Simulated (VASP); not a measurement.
# TiSi16 (a cell with a defect) in VASP: further runs

Runs on TiSi16 (a cell with a defect). Level: PBEsol. Tasks: single point.

Everything below comes from runs of VASP 6.6.1. Logs are shortened: lines on timing, memory, paths and dates and some standing lists are left out, and cuts for length are marked.

## Step 1: The cell of the first run

The cell holds a defect, 17 atoms: a = 7.679 Å, b = 7.679 Å, c = 7.679 Å, α = 60.00°, β = 60.00°, γ = 60.00°.

## Step 2: Single point, PBEsol

File INCAR:

```
  PREC = Accurate
  ENCUT = 520
  EDIFF = 1E-7
  ISMEAR = 0
  SIGMA = 0.02
  LREAL = Auto
  LASPH = T
  NELM = 100
  ALGO = Normal
  ISIF = 2
  LWAVE = F
  LCHARG = F
  GGA = PS
  NBANDS = 52
```

File KPOINTS:

```
Automatic mesh
0
Gamma
  2 2 2
```

File POSCAR:

```
TiSi16
1.0
    0.0000000000      5.4300000000      5.4300000000
    5.4300000000      0.0000000000      5.4300000000
    5.4300000000      5.4300000000      0.0000000000
Si Ti
16 1
Direct
    0.0150169429      0.0154742173      0.0171801105
    0.1398400552      0.1408302947      0.1393356354
   -0.0010311234     -0.0001114180      0.5123095764
    0.1123020258      0.1126902394      0.6587324125
   -0.0016870166      0.5131892265     -0.0018124309
    0.1115177716      0.6573969613      0.1132109576
   -0.0258209945      0.5093666667      0.5098453039
    0.1154785451      0.6261264273      0.6245332413
    0.5122409761     -0.0007369245     -0.0018067219
    0.6569438306      0.1120116022      0.1131534070
    0.5089498158     -0.0253503683      0.5098223757
    0.6252096685      0.1164232965      0.6245129834
    0.5082242173      0.5087680479     -0.0251477901
    0.6247394107      0.6256633517      0.1144255985
    0.4859985267      0.4869408840      0.4851053407
    0.6100187845      0.6105025783      0.6103117864
    0.2865414365      0.2869725599      0.2881732965
```

Potentials or basis: VASP PAW PBE potentials, release 64 (Si, Ti_sv).

Started as:

```bash
cat potpaw_PBE.64/Si/POTCAR potpaw_PBE.64/Ti_sv/POTCAR > POTCAR
mpirun -np 1 vasp_std > vasp.out
```

OUTCAR:

```text
PREC = Accurate
   ENCUT = 520
   EDIFF = 1E-7
   ISMEAR = 0
   LREAL = Auto
   LASPH = T
   NELM = 100
   ISIF = 2
   GGA = PS

 ion  position               nearest neighbor table
   1  0.015  0.015  0.017-  10 2.27   6 2.27   4 2.27   2 2.33
   2  0.140  0.141  0.139-   1 2.33   5 2.35   9 2.35   3 2.35  17 2.77
   3  0.999  1.000  0.512-   4 2.34  12 2.35   8 2.35   2 2.35
   4  0.112  0.113  0.659-   1 2.27   3 2.34  17 2.42  11 2.49   7 2.49
   5  0.998  0.513  0.998-   6 2.34   2 2.35  14 2.35   8 2.35
   6  0.112  0.657  0.113-   1 2.27   5 2.34  17 2.42   7 2.49  13 2.49
   7  0.974  0.509  0.510-  16 2.30   8 2.34   6 2.49   4 2.49  17 2.51
   8  0.115  0.626  0.625-  15 2.33   7 2.34   5 2.35   3 2.35
   9  0.512  0.999  0.998-  10 2.34   2 2.35  14 2.35  12 2.35
  10  0.657  0.112  0.113-   1 2.27   9 2.34  17 2.42  11 2.49  13 2.49
  11  0.509  0.975  0.510-  16 2.30  12 2.34  10 2.49   4 2.49  17 2.51
  12  0.625  0.116  0.625-  15 2.33  11 2.34   9 2.35   3 2.35
  13  0.508  0.509  0.975-  16 2.30  14 2.34   6 2.49  10 2.49  17 2.51
  14  0.625  0.626  0.114-  15 2.33  13 2.34   5 2.35   9 2.35
  15  0.486  0.487  0.485-  12 2.33   8 2.33  14 2.33  16 2.34
  16  0.610  0.611  0.610-  11 2.30   7 2.30  13 2.30  15 2.34
  17  0.287  0.287  0.288-   4 2.42  10 2.42   6 2.42  13 2.51  11 2.51   7 2.51   2 2.77

  LATTYP: Found a face centered cubic cell.
 ALAT       =    10.8600000000

  Lattice vectors:

 A1 = (   0.0000000000,   5.4300000000,   5.4300000000)
 A2 = (   5.4300000000,   0.0000000000,   5.4300000000)
 A3 = (   5.4300000000,   5.4300000000,   0.0000000000)

Analysis of symmetry for initial positions (statically):
=====================================================================
 Subroutine PRICEL returns:
 Original cell was already a primitive cell.

 Routine SETGRP: Setting up the symmetry group for a
 face centered cubic supercell.

 Subroutine GETGRP returns: Found  1 space group operations
 (whereof  1 operations were pure point group operations)
 out of a pool of 48 trial point group operations.

The static configuration has the point symmetry C_1 .

Analysis of symmetry for dynamics (positions and initial velocities):
=====================================================================
 Subroutine PRICEL returns:
 Original cell was already a primitive cell.

 Routine SETGRP: Setting up the symmetry group for a
 face centered cubic supercell.

 Subroutine GETGRP returns: Found  1 space group operations
 (whereof  1 operations were pure point group operations)
 out of a pool of 48 trial point group operations.

The dynamic configuration has the point symmetry C_1 .

 Subroutine INISYM returns: Found  1 space group operations
 (whereof  1 operations are pure point group operations),
 and found     1 'primitive' translations

----------------------------------------------------------------------------------------

                                     Primitive cell

  volume of cell :     320.2060

  direct lattice vectors                    reciprocal lattice vectors
     0.000000000  5.430000000  5.430000000    -0.092081031  0.092081031  0.092081031
     5.430000000  0.000000000  5.430000000     0.092081031 -0.092081031  0.092081031
     5.430000000  5.430000000  0.000000000     0.092081031  0.092081031 -0.092081031

  length of vectors
     7.679179644  7.679179644  7.679179644     0.159489025  0.159489025  0.159489025

  position of ions in fractional coordinates (direct lattice)
     0.015016943  0.015474217  0.017180111
     0.139840055  0.140830295  0.139335635
     0.998968877  0.999888582  0.512309576
     0.112302026  0.112690239  0.658732413
     0.998312983  0.513189227  0.998187569
     0.111517772  0.657396961  0.113210958
[... 9 lines left out ...]
     0.610018784  0.610502578  0.610311786
     0.286541437  0.286972560  0.288173296

  ion indices of the primitive-cell ions
   primitive index   ion index
                 1           1
                 2           2
                 3           3
                 4           4
                 5           5
                 6           6
[... 9 lines left out ...]
                16          16
                17          17

----------------------------------------------------------------------------------------

 KPOINTS: Automatic mesh

Automatic generation of k-mesh.
 Grid dimensions read from file:
 generate k-points for:    2    2    2

 Generating k-lattice:

  Cartesian coordinates                     Fractional coordinates (reciprocal lattice)
    -0.046040516  0.046040516  0.046040516     0.500000000  0.000000000  0.000000000
     0.046040516 -0.046040516  0.046040516     0.000000000  0.500000000  0.000000000
     0.046040516  0.046040516 -0.046040516     0.000000000  0.000000000  0.500000000

  Length of vectors
     0.079744512  0.079744512  0.079744512

  Shift w.r.t. Gamma in fractional coordinates (k-lattice)
     0.000000000  0.000000000  0.000000000

 Subroutine IBZKPT returns following result:
 ===========================================

 Found      8 irreducible k-points:

 Following reciprocal coordinates:
            Coordinates               Weight
  0.000000  0.000000  0.000000      1.000000
  0.500000  0.000000  0.000000      1.000000
  0.000000  0.500000  0.000000      1.000000
  0.000000  0.000000  0.500000      1.000000
  0.500000  0.500000  0.500000      1.000000
  0.500000  0.500000  0.000000      1.000000
  0.000000  0.500000  0.500000      1.000000
  0.500000  0.000000  0.500000      1.000000
   k-points           NKPTS =      8   k-points in BZ     NKDIM =      8   number of bands    NBANDS=     52
   number of dos      NEDOS =    301   number of ions     NIONS =     17
   total plane-waves  NPLWV = 216000
   dimension x,y,z NGX =    60 NGY =   60 NGZ =   60
   dimension x,y,z NGXF=   120 NGYF=  120 NGZF=  120
   ions per type =              16   1
   NGX,Y,Z   is equivalent  to a cutoff of  12.99, 12.99, 12.99 a.u.
   NGXF,Y,Z  is equivalent  to a cutoff of  25.98, 25.98, 25.98 a.u.
 SYSTEM =  unknown system
   PREC   = accura    normal or accurate (medium, high low for compatibility)
   ISTART =      0    job   : 0-new  1-cont  2-samecut
   ICHARG =      2    charge: 1-file 2-atom 10-const
   ISPIN  =      1    spin polarized calculation?
   LNONCOLLINEAR =      F non collinear calculations
   LSORBIT =      F    spin-orbit coupling
   LASPH  =      T    aspherical Exc in radial PAW
   ENCUT  =  520.0 eV  38.22 Ry    6.18 a.u.  14.28 14.28 14.28*2*pi/ulx,y,z
   NELM   =    100;   NELMIN=  2; NELMDL= -5     # of ELM steps
   EDIFF  = 0.1E-06   stopping-criterion for ELM
   LREAL  =      T    real-space projection
   EDIFFG = 0.1E-05   stopping-criterion for IOM
   NSW    =      0    number of steps for IOM
   IBRION =     -1    ionic relax: 0-MD 1-quasi-New 2-CG
   NFREE  =      0    steps in history (QN), initial steepest desc. (CG)
   ISIF   =      2    stress and relaxation
   ISYM   =      2    0-nonsym 1-usesym 2-fastsym
   POTIM  = 0.5000    time-step for ionic-motion
   TEBEG  =    0.0;   TEEND  =   0.0 temperature during run
   PSTRESS=    0.0 pullay stress
   NELECT =      76.0000    total number of electrons
   NUPDOWN=      -1.0000    fix difference up-down
   EMIN   =  10.00;   EMAX   =-10.00  energy-range for DOS
   EFERMI =   0.00;   METHOD = LEGACY
   ISMEAR =     0;   SIGMA  =   0.02  broadening in eV -4-tet -1-fermi 0-gaus
   EFERMI_NEDOS =   21; number of points for ismear=-14 and -15
   IALGO  =     38    algorithm
   IMIX   =      4    mixing-type and parameters
     AMIX     =   0.40;   BMIX     =  1.00
     AMIX_MAG =   1.60;   BMIX_MAG =  1.00
  volume/ion in A,a.u.               =      18.84       127.11
  Fermi-wavevector in a.u.,A,eV,Ry     =   1.013607  1.915439 13.978610  1.027399
  Thomas-Fermi vector in A             =   2.146786
   LORBIT       =      0    0 simple, 1 ext, 2 COOP (PROOUT), +10 PAW based schemes
   GGA     = PS    functional components
   LHFCALC =     F    Hartree Fock is set to
   AEXX    =    0.0000 exact exchange contribution
   IVDW    =     0    specifies the selected vdW correction
   LEPSILON=     F    determine dielectric tensor
   LRPA    =     F    only Hartree local field effects (RPA)
 non-spin polarized calculation
 Gauss-broadening in eV      SIGMA  =   0.02
  energy-cutoff  :      520.00
  volume of cell :      320.21
 maximum number of plane-waves:      8646
 NGX is ok and might be reduce to    60
   NGX = 29   NGY = 29   NGZ = 29

 number of electron      76.0000002 magnetization

 Free energy of the ion-electron system (eV)
  ---------------------------------------------------
  ext. energy  EPLUGINS =         0.00000000
  ---------------------------------------------------
  free energy    TOTEN  =       -97.14809938 eV

  energy without entropy =      -97.14425813  energy(sigma->0) =      -97.14617875

 E-fermi :   6.7917     XC(G=0):  -9.8901

 val. band max:        6.7866826099   @ k =   0.5000   0.0000   0.0000
 cond. band min:       6.8611851744   @ k =   0.0000   0.0000   0.0000
 fundamental gap:      0.0745025644
 Fermi energy:         6.7917086505

 k-point     1 :       0.0000    0.0000    0.0000
  band No.  band energies     occupation
      1     -49.8508      2.00000
      2     -26.4017      2.00000
      3     -26.2754      2.00000
      4     -26.2749      2.00000
      5      -5.7499      2.00000
      6      -3.5329      2.00000
[... 42 lines left out ...]
     49       8.1304      0.00000
     50       8.6784      0.00000

 k-point     2 :       0.5000    0.0000    0.0000
  band No.  band energies     occupation
      1     -49.8508      2.00000
      2     -26.4017      2.00000
      3     -26.2754      2.00000
      4     -26.2749      2.00000
      5      -5.0014      2.00000
      6      -4.8619      2.00000
[... 310 lines left out ...]
 k-point     8 :       0.5000    0.0000    0.5000
  band No.  band energies     occupation
      1     -49.8508      2.00000
      2     -26.4017      2.00000
      3     -26.2754      2.00000
      4     -26.2749      2.00000
      5      -4.6863      2.00000
      6      -4.6338      2.00000
[... 42 lines left out ...]
     49       9.8144      0.00000
     50      10.3590      0.00000
 [bands above 50 left out]

------------------------ aborting loop because EDIFF is reached ----------------------------------------

  FORCE on cell =-STRESS in cart. coord.  units (eV):
  Direction    XX          YY          ZZ          XY          YZ          ZX
  --------------------------------------------------------------------------------------
  -------------------------------------------------------------------------------------
  Total        5.7222023      5.7217500      5.7261482     -1.3347965     -1.2696495     -1.2721901
  in kB       28.6315134     28.6292503     28.6512572     -6.6787649     -6.3527965     -6.3655088
  external PRESSURE =      28.6373403 kB  Pullay stress =       0.0000000 kB

 VOLUME and BASIS-vectors are now :
 -----------------------------------------------------------------------------
  energy-cutoff  :      520.00
  volume of cell :      320.21
      direct lattice vectors                 reciprocal lattice vectors
     0.000000000  5.430000000  5.430000000    -0.092081031  0.092081031  0.092081031
     5.430000000  0.000000000  5.430000000     0.092081031 -0.092081031  0.092081031
     5.430000000  5.430000000  0.000000000     0.092081031  0.092081031 -0.092081031

 POSITION                                       TOTAL-FORCE (eV/Angst)
 -----------------------------------------------------------------------------------
      0.17731      0.17483      0.16557         0.129438      0.129290      0.128917
      1.52130      1.51592      1.52404         0.065993      0.066479      0.067719
      8.21124      8.20624     10.85380         0.100381      0.101219      0.050640
      4.18882      4.18672      1.22171         0.145306      0.144999      0.061868
      8.20678     10.84100      8.20746         0.096458      0.050243      0.093971
      4.18440      1.22028      4.17521         0.141750      0.053374      0.141124
[... 9 lines left out ...]
      6.62902      6.62639      6.62743         0.042114      0.041329      0.039827
      3.12304      3.12070      3.11418        -1.149006     -1.147998     -1.139707
 -----------------------------------------------------------------------------------
    total drift:                               -0.006443     -0.003610      0.014091

  FREE ENERGIE OF THE ION-ELECTRON SYSTEM (eV)
  ---------------------------------------------------
  free  energy   TOTEN  =       -97.1480993784 eV

  energy  without entropy=      -97.1442581270  energy(sigma->0) =      -97.14617875
```

Wall time 4.4 min (1 thread of AMD EPYC 9R45 (Zen 5), shared host); peak memory 0.46 GiB.

Results:

| Quantity | Value |
| --- | --- |
| Free energy | -97.1481 eV |
| Pressure | 2.9 GPa |
| Largest force | 1.984 eV/Å |
| Band gap on the k mesh | zero (band 38 reaches 6.89 eV, above the bottom of band 39 at 6.55 eV) |

Forces in eV/Å, atoms in the order of the input:
```
Si   0.129  0.129  0.129
Si   0.066  0.066  0.068
Si   0.100  0.101  0.051
Si   0.145  0.145  0.062
Si   0.096  0.050  0.094
Si   0.142  0.053  0.141
Si  -0.076  0.069  0.070
Si   0.023  0.072  0.069
Si   0.050  0.097  0.095
Si   0.054  0.142  0.143
Si   0.070 -0.078  0.069
Si   0.072  0.022  0.071
Si   0.072  0.073 -0.077
Si   0.070  0.069  0.021
Si   0.094  0.095  0.095
Si   0.042  0.041  0.040
Ti  -1.149 -1.148 -1.140
```

Caveat: the k points lie up to 0.50 Å⁻¹ apart; the PAW data sets were made with another functional, which shifts forces and pressure a little.

## Step 3: Single point, PBEsol

File INCAR:

```
PREC     = Accurate       # precision mode
ENCUT    = 520            # plane-wave cutoff, eV
EDIFF    = 1E-6           # SCF threshold, eV
ISMEAR   = 0              # smearing method
SIGMA    = 0.02           # smearing width, eV
LREAL    = Auto         
LASPH    = True           # aspherical terms in the spheres
NELM     = 100            # most SCF steps
ALGO     = Normal         # electronic algorithm
ISIF     = 2              # what is computed and relaxed
LWAVE    = False          # write WAVECAR
LCHARG   = True           # write CHGCAR
GGA      = PS             # functional
LELF     = True           # ELF
LVHAR    = True         
NBANDS   = 52             # bands
```

File KPOINTS:

```
regular mesh
0
Gamma
  2 2 2
```

File POSCAR:

```
TiSi16
1.0
    0.0000000000      5.4300000000      5.4300000000
    5.4300000000      0.0000000000      5.4300000000
    5.4300000000      5.4300000000      0.0000000000
Si Ti
16 1
Direct
    0.0101670350      0.0108707182      0.0123197053
    0.1315912523      0.1327418969      0.1318395028
   -0.0018504604     -0.0005530387      0.5132246777
    0.1199628913      0.1207555249      0.6487700737
   -0.0016651013      0.5136061694     -0.0016796501
    0.1197837017      0.6475628913      0.1214310313
   -0.0186607735      0.5066443831      0.5073885820
    0.1187377532      0.6259841621      0.6248725599
    0.5125042357     -0.0005016575     -0.0018362799
    0.6468406998      0.1205364641      0.1212563536
    0.5059049724     -0.0178189687      0.5072952118
    0.6247717311      0.1200360037      0.6247802026
    0.5057470534      0.5065159300     -0.0178093002
    0.6247593002      0.6259036832      0.1180622468
    0.4891952118      0.4904815838      0.4885882136
    0.6126475138      0.6134372007      0.6134972376
    0.2600779926      0.2608527624      0.2617417127
```

Potentials or basis: VASP PAW PBE potentials, release 64 (Si, Ti_sv).

Started as:

```bash
cat potpaw_PBE.64/Si/POTCAR potpaw_PBE.64/Ti_sv/POTCAR > POTCAR
mpirun -np 1 vasp_std > vasp.out
```

It took 5.1 min on 1 thread of AMD EPYC 9R45 (Zen 5), shared host; peak memory 0.45 GiB.

It converged, with:

```yaml
Free_energy: -98.1747 eV
Pressure: 1.8 GPa
Largest_force: 0.775 eV/Å
Band_gap_on_the_k_mesh: zero (band 38 reaches 6.79 eV, above the bottom of band 39 at 6.48 eV)
```

Forces in eV/Å, atoms in the order of the input:
```
Si  -0.060 -0.059 -0.054
Si  -0.120 -0.119 -0.126
Si   0.030  0.030  0.015
Si   0.010  0.007  0.169
Si   0.030  0.025  0.029
Si   0.009  0.172  0.016
Si  -0.036  0.059  0.059
Si   0.015  0.051  0.046
Si   0.024  0.030  0.029
Si   0.173  0.008  0.016
Si   0.059 -0.038  0.058
Si   0.050  0.015  0.045
Si   0.060  0.061 -0.029
Si   0.053  0.053  0.016
Si   0.083  0.084  0.079
Si   0.072  0.071  0.071
Ti  -0.452 -0.450 -0.440
```

Stress tensor (GPa, compression positive):
```
 1.78 -0.05 -0.05
-0.05  1.78 -0.04
-0.05 -0.04  1.88
```

Levels at points of the mesh, in eV from the Fermi level:
```
           k point  band 33  band 34  band 35  band 36  band 37  band 38  band 39  band 40  band 41  band 42
(0.00, 0.00, 0.00)    -1.52    -0.96    -0.95    -0.93    -0.46    -0.30    -0.29    -0.05    -0.05     0.22
(0.50, 0.00, 0.00)    -1.87    -1.82    -1.28    -1.23    -0.20     0.01     0.27     0.35     0.54     0.77
(0.00, 0.50, 0.00)    -1.87    -1.82    -1.28    -1.24    -0.20     0.00     0.27     0.35     0.54     0.77
(0.00, 0.00, 0.50)    -1.87    -1.82    -1.28    -1.24    -0.20     0.01     0.27     0.35     0.54     0.77
(0.50, 0.50, 0.50)    -1.90    -1.90    -1.26    -1.26    -0.33    -0.08    -0.07     0.56     0.57     0.92
(0.50, 0.50, 0.00)    -2.33    -1.92    -1.88    -1.75    -0.60     0.01     0.54     0.72     1.11     1.34
(0.00, 0.50, 0.50)    -2.33    -1.92    -1.88    -1.75    -0.61     0.00     0.53     0.72     1.11     1.35
(0.50, 0.00, 0.50)    -2.33    -1.92    -1.88    -1.75    -0.61     0.00     0.53     0.72     1.11     1.35
```

Caveat: the k points lie up to 0.50 Å⁻¹ apart; the PAW data sets were made with another functional, which shifts forces and pressure a little.
